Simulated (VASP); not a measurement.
Here is a VASP 6.6.1 calculation.

INCAR

```
PREC = Accurate ; ENCUT = 520
EDIFF = 1E-6 ; ISMEAR = 0
SIGMA = 0.1 ; LREAL = F
LASPH = T ; NELM = 80
ALGO = Normal ; ISIF = 2
LWAVE = F ; LCHARG = T
GGA = PE ; LELF = T
LVHAR = T ; NBANDS = 40
```

Contents of KPOINTS:

```
regular mesh
0
Gamma
  8 8 8
```

POSCAR

```
Zr3AlN4
1.0
    4.8466803029      0.0000000000      0.0000000000
    0.0000000000      4.8466803029      0.0000000000
    0.0000000000      0.0000000000      4.8466803029
Zr Al N
3 1 4
Direct
    0.0000000000      0.5000000000      0.5000000000
    0.5000000000      0.0000000000      0.5000000000
    0.5000000000      0.5000000000      0.0000000000
    0.0000000000      0.0000000000      0.0000000000
    0.2328116798      0.2328116798      0.7671883202
    0.2328116798      0.7671883202      0.2328116798
    0.7671883202      0.2328116798      0.2328116798
    0.7671883202      0.7671883202      0.7671883202
```

Potentials or basis: VASP PAW PBE potentials, release 64 (Zr_sv, Al, N).

The run is started by

```console
$ cat potpaw_PBE.64/Zr_sv/POTCAR potpaw_PBE.64/Al/POTCAR potpaw_PBE.64/N/POTCAR > POTCAR
$ mpirun -np 1 vasp_std > vasp.out
```

Q: Predict the largest force.

A: 0.024 eV/Å.

Q: Estimate the pressure.

A: 0.1 GPa.

Q: What does it give for the band gap on the k mesh?

A: Zero (an odd number of electrons rules out a gap without spin polarisation).

Forces in eV/Å, atoms in the order of the input:
```
Zr   0.000  0.000  0.000
Zr   0.000  0.000  0.000
Zr   0.000  0.000  0.000
Al   0.000  0.000  0.000
N   -0.014 -0.014  0.014
N   -0.014  0.014 -0.014
N    0.014 -0.014 -0.014
N    0.014  0.014  0.014
```
